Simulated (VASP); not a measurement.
# SbBr (P4/mmm) in VASP: a series of runs, part 2 of 3

VASP 6.6.1. Earlier steps stand in the parts before.

**3. Single point, PBE**

This run uses another cell than the first one, of 26.88 Å³/atom, 0.893 times its volume.

File INCAR:

```
SYSTEM = SbBr
  PREC = Accurate
  ENCUT = 520
  EDIFF = 1E-7
  ISMEAR = 0
  SIGMA = 0.1
  LREAL = .FALSE.
  LASPH = .TRUE.
  NELM = 60
  ALGO = Normal
  ISIF = 2
  LWAVE = .FALSE.
  LCHARG = .FALSE.
  GGA = PE
  NBANDS = 13
```

File KPOINTS:

```
regular mesh
0
G
  16 16 12
  0 0 0
```

File POSCAR:

```
SbBr
1.0
    3.3515497963      0.0000000000      0.0000000000
    0.0000000000      3.3515497963      0.0000000000
    0.0000000000      0.0000000000      4.7868350921
Sb Br
1 1
Direct
    0.5000000000      0.5000000000      0.5000000000
    0.0000000000      0.0000000000      0.0000000000
```

Potentials or basis: VASP PAW PBE potentials, release 64 (Sb, Br).

On the command line:

```sh
> cat potpaw_PBE.64/Sb/POTCAR potpaw_PBE.64/Br/POTCAR > POTCAR
> mpirun -np 1 vasp_std > vasp.out
```

OUTCAR:

```text
SYSTEM = SbBr
   PREC = Accurate
   ENCUT = 520
   EDIFF = 1E-7
   ISMEAR = 0
   LREAL = .FALSE.
   LASPH = .TRUE.
   NELM = 60
   ISIF = 2
   GGA = PE

 ion  position               nearest neighbor table
   1  0.500  0.500  0.500-
   2  0.000  0.000  0.000-

  LATTYP: Found a simple tetragonal cell.
 ALAT       =     3.3515497963
 C/A-ratio  =     1.4282452546

  Lattice vectors:

 A1 = (   3.3515497963,   0.0000000000,   0.0000000000)
 A2 = (   0.0000000000,   3.3515497963,   0.0000000000)
 A3 = (   0.0000000000,   0.0000000000,   4.7868350921)

Analysis of symmetry for initial positions (statically):
=====================================================================
 Subroutine PRICEL returns:
 Original cell was already a primitive cell.

 Routine SETGRP: Setting up the symmetry group for a
 simple tetragonal supercell.

 Subroutine GETGRP returns: Found 16 space group operations
 (whereof 16 operations were pure point group operations)
 out of a pool of 16 trial point group operations.

The static configuration has the point symmetry D_4h.

Analysis of symmetry for dynamics (positions and initial velocities):
=====================================================================
 Subroutine PRICEL returns:
 Original cell was already a primitive cell.

 Routine SETGRP: Setting up the symmetry group for a
 simple tetragonal supercell.

 Subroutine GETGRP returns: Found 16 space group operations
 (whereof 16 operations were pure point group operations)
 out of a pool of 16 trial point group operations.

The dynamic configuration has the point symmetry D_4h.

 Subroutine INISYM returns: Found 16 space group operations
 (whereof 16 operations are pure point group operations),
 and found     1 'primitive' translations

----------------------------------------------------------------------------------------

                                     Primitive cell

  volume of cell :      53.7700

  direct lattice vectors                    reciprocal lattice vectors
     3.351549796  0.000000000  0.000000000     0.298369429  0.000000000  0.000000000
     0.000000000  3.351549796  0.000000000     0.000000000  0.298369429  0.000000000
     0.000000000  0.000000000  4.786835092     0.000000000  0.000000000  0.208906298

  length of vectors
     3.351549796  3.351549796  4.786835092     0.298369429  0.298369429  0.208906298

  position of ions in fractional coordinates (direct lattice)
     0.500000000  0.500000000  0.500000000
     0.000000000  0.000000000  0.000000000

  ion indices of the primitive-cell ions
   primitive index   ion index
                 1           1
                 2           2

----------------------------------------------------------------------------------------

 KPOINTS: regular mesh

Automatic generation of k-mesh.
 Grid dimensions read from file:
 generate k-points for:   16   16   12

 Generating k-lattice:

  Cartesian coordinates                     Fractional coordinates (reciprocal lattice)
     0.018648089  0.000000000  0.000000000     0.062500000  0.000000000  0.000000000
     0.000000000  0.018648089  0.000000000     0.000000000  0.062500000  0.000000000
[... 40 lines left out ...]
   k-points           NKPTS =    315   k-points in BZ     NKDIM =    315   number of bands    NBANDS=     13
   number of dos      NEDOS =    301   number of ions     NIONS =      2
   total plane-waves  NPLWV =  28224
   dimension x,y,z NGX =    28 NGY =   28 NGZ =   36
   dimension x,y,z NGXF=    56 NGYF=   56 NGZF=   72
   ions per type =               1   1
   NGX,Y,Z   is equivalent  to a cutoff of  13.89, 13.89, 12.50 a.u.
   NGXF,Y,Z  is equivalent  to a cutoff of  27.78, 27.78, 25.01 a.u.
 SYSTEM =  SbBr
   PREC   = accura    normal or accurate (medium, high low for compatibility)
   ISTART =      0    job   : 0-new  1-cont  2-samecut
   ICHARG =      2    charge: 1-file 2-atom 10-const
   ISPIN  =      1    spin polarized calculation?
   LNONCOLLINEAR =      F non collinear calculations
   LSORBIT =      F    spin-orbit coupling
   LASPH  =      T    aspherical Exc in radial PAW
   ENCUT  =  520.0 eV  38.22 Ry    6.18 a.u.   6.23  6.23  8.90*2*pi/ulx,y,z
   NELM   =     60;   NELMIN=  2; NELMDL= -5     # of ELM steps
   EDIFF  = 0.1E-06   stopping-criterion for ELM
   LREAL  =      F    real-space projection
   EDIFFG = 0.1E-05   stopping-criterion for IOM
   NSW    =      0    number of steps for IOM
   IBRION =     -1    ionic relax: 0-MD 1-quasi-New 2-CG
   NFREE  =      0    steps in history (QN), initial steepest desc. (CG)
   ISIF   =      2    stress and relaxation
   ISYM   =      2    0-nonsym 1-usesym 2-fastsym
   POTIM  = 0.5000    time-step for ionic-motion
   TEBEG  =    0.0;   TEEND  =   0.0 temperature during run
   PSTRESS=    0.0 pullay stress
   NELECT =      12.0000    total number of electrons
   NUPDOWN=      -1.0000    fix difference up-down
   EMIN   =  10.00;   EMAX   =-10.00  energy-range for DOS
   EFERMI =   0.00;   METHOD = LEGACY
   ISMEAR =     0;   SIGMA  =   0.10  broadening in eV -4-tet -1-fermi 0-gaus
   EFERMI_NEDOS =   21; number of points for ismear=-14 and -15
   IALGO  =     38    algorithm
   IMIX   =      4    mixing-type and parameters
     AMIX     =   0.40;   BMIX     =  1.00
     AMIX_MAG =   1.60;   BMIX_MAG =  1.00
  volume/ion in A,a.u.               =      26.88       181.43
  Fermi-wavevector in a.u.,A,eV,Ry     =   0.993014  1.876524 13.416385  0.986077
  Thomas-Fermi vector in A             =   2.124866
   LORBIT       =      0    0 simple, 1 ext, 2 COOP (PROOUT), +10 PAW based schemes
   GGA     = PE    functional components
   LHFCALC =     F    Hartree Fock is set to
   AEXX    =    0.0000 exact exchange contribution
   IVDW    =     0    specifies the selected vdW correction
   LEPSILON=     F    determine dielectric tensor
   LRPA    =     F    only Hartree local field effects (RPA)
 non-spin polarized calculation
 Gauss-broadening in eV      SIGMA  =   0.10
  energy-cutoff  :      520.00
  volume of cell :       53.77
 maximum number of plane-waves:      1480
 NGX is ok and might be reduce to    28
   NGX = 13   NGY = 13   NGZ = 17

 number of electron      11.9999999 magnetization

 Free energy of the ion-electron system (eV)
  ---------------------------------------------------
  ext. energy  EPLUGINS =         0.00000000
  ---------------------------------------------------
  free energy    TOTEN  =        -5.39887224 eV

  energy without entropy =       -5.39172856  energy(sigma->0) =       -5.39530040

 E-fermi :   5.5682     XC(G=0):  -9.7373

 val. band max:        5.5634777907   @ k =   0.4375   0.1250   0.4167
 cond. band min:       5.5757690277   @ k =   0.2500   0.1250   0.0000
 fundamental gap:      0.0122912370
 Fermi energy:         5.5682219797

 k-point     1 :       0.0000    0.0000    0.0000
  band No.  band energies     occupation
      1     -10.1317      2.00000
      2      -4.2270      2.00000
      3       0.4517      2.00000
      4       3.9281      2.00000
      5       3.9281      2.00000
      6       7.9723      0.00000
      7       9.1890      0.00000
      8       9.1890      0.00000
      9      10.0990      0.00000
     10      11.2820      0.00000
     11      15.1468      0.00000
     12      16.1770      0.00000
     13      16.1770      0.00000
[... 354 lines left out ...]
  band No.  band energies     occupation
      1      -9.2969      2.00000
      2      -3.5680      2.00000
      3       1.9892      2.00000
      4       2.1658      2.00000
      5       2.3874      2.00000
      6       4.3319      2.00000
      7       5.0654      2.00000
      8       8.1191      0.00000
      9      13.4721      0.00000
     10      14.4008      0.00000
     11      14.4499      0.00000
     12      15.7760      0.00000
     13      15.9529      0.00000

 [... further k-points ...]

------------------------ aborting loop because EDIFF is reached ----------------------------------------

  FORCE on cell =-STRESS in cart. coord.  units (eV):
  Direction    XX          YY          ZZ          XY          YZ          ZX
  --------------------------------------------------------------------------------------
  -------------------------------------------------------------------------------------
  Total       -0.0404333     -0.0404333     -0.0396397      0.0000000      0.0000000     -0.0000000
  in kB       -1.2047856     -1.2047856     -1.1811404      0.0000000      0.0000000     -0.0000000
  external PRESSURE =      -1.1969038 kB  Pullay stress =       0.0000000 kB

 VOLUME and BASIS-vectors are now :
 -----------------------------------------------------------------------------
  energy-cutoff  :      520.00
  volume of cell :       53.77
      direct lattice vectors                 reciprocal lattice vectors
     3.351549796  0.000000000  0.000000000     0.298369429  0.000000000  0.000000000
     0.000000000  3.351549796  0.000000000     0.000000000  0.298369429  0.000000000
     0.000000000  0.000000000  4.786835092     0.000000000  0.000000000  0.208906298

 POSITION                                       TOTAL-FORCE (eV/Angst)
 -----------------------------------------------------------------------------------
      1.67577      1.67577      2.39342         0.000000      0.000000      0.000000
      0.00000      0.00000      0.00000         0.000000      0.000000      0.000000
 -----------------------------------------------------------------------------------
    total drift:                               -0.000000      0.000000     -0.000000

  FREE ENERGIE OF THE ION-ELECTRON SYSTEM (eV)
  ---------------------------------------------------
  free  energy   TOTEN  =        -5.3988722371 eV

  energy  without entropy=       -5.3917285630  energy(sigma->0) =       -5.39530040
```

OSZICAR:

```text
N       E                     dE             d eps       ncg     rms          rms(c)
DAV:   1     0.447957200241E+02    0.44796E+02   -0.45975E+03  8190   0.756E+02
DAV:   2    -0.240732365861E+01   -0.47203E+02   -0.44833E+02 11709   0.122E+02
DAV:   3    -0.561358641028E+01   -0.32063E+01   -0.31756E+01 10280   0.325E+01
DAV:   4    -0.563619543755E+01   -0.22609E-01   -0.22604E-01  9888   0.346E+00
DAV:   5    -0.563636728096E+01   -0.17184E-03   -0.17184E-03 10495   0.323E-01    0.556E+00
DAV:   6    -0.541178500851E+01    0.22458E+00   -0.62367E-01  9348   0.302E+00    0.286E+00
DAV:   7    -0.540029796846E+01    0.11487E-01   -0.10307E-01 10556   0.138E+00    0.111E+00
DAV:   8    -0.539909839126E+01    0.11996E-02   -0.15794E-02  9560   0.619E-01    0.173E-01
DAV:   9    -0.539891114490E+01    0.18725E-03   -0.34837E-03  9798   0.255E-01    0.797E-02
DAV:  10    -0.539888306481E+01    0.28080E-04   -0.21592E-04  9745   0.863E-02    0.375E-02
DAV:  11    -0.539887339734E+01    0.96675E-05   -0.14756E-04  9620   0.497E-02    0.810E-03
DAV:  12    -0.539887213698E+01    0.12604E-05   -0.12429E-05  9650   0.188E-02    0.589E-03
DAV:  13    -0.539887226245E+01   -0.12548E-06   -0.51745E-07 10567   0.427E-03    0.273E-03
DAV:  14    -0.539887223714E+01    0.25309E-07   -0.35813E-07  8702   0.259E-03
   1 F= -.53988722E+01 E0= -.53953004E+01  d E =-.714367E-02
```

stdout:

```text
POSCAR found type information on POSCAR SbBr
 POSCAR found :  2 types and       2 ions
 scaLAPACK will be used
 LDA part: xc-table for (Slater+PW92), standard interpolation
 POSCAR, INCAR and KPOINTS ok, starting setup
 FFT: planning ... GRIDC
 FFT: planning ... GRID_SOFT
 FFT: planning ... GRID
 WAVECAR not read
 entering main loop
```

Run time: 89 s. Hardware: 1 thread of Intel Xeon Platinum 8559C (Emerald Rapids), shared host; peak memory 0.36 GiB.

What came out:

```yaml
Free_energy: -5.3989 eV
Pressure: -0.1 GPa
Band_gap_on_the_k_mesh: zero (band 6 reaches 7.97 eV, above the bottom of band 7 at 3.02 eV)
```

Levels at points of the mesh, in eV from the Fermi level:
```tsv
k point	band 2	band 3	band 4	band 5	band 6	band 7	band 8	band 9	band 10	band 11
(0.00, 0.00, 0.00)	-9.80	-5.12	-1.64	-1.64	2.40	3.62	3.62	4.53	5.71	9.58
(0.50, 0.00, 0.00)	-9.32	-3.58	-3.33	-3.28	-0.91	-0.69	3.93	7.75	8.19	9.97
(0.50, 0.50, 0.00)	-7.21	-4.97	-4.97	-2.53	-0.65	-0.65	1.13	3.88	5.54	5.59
(0.00, 0.00, 0.50)	-10.85	-2.01	-1.36	-1.36	-1.09	2.66	2.66	6.99	7.32	7.48
(0.50, 0.00, 0.50)	-8.84	-5.65	-5.63	-0.87	0.34	2.19	4.19	6.22	8.86	9.76
(0.50, 0.50, 0.50)	-7.03	-4.13	-4.13	-3.13	-2.55	-2.55	-0.47	6.73	10.10	10.10
```

Caveat: spin-orbit coupling is left out, which moves the levels of the heavy elements.

(Continued in part 3 of 3.)
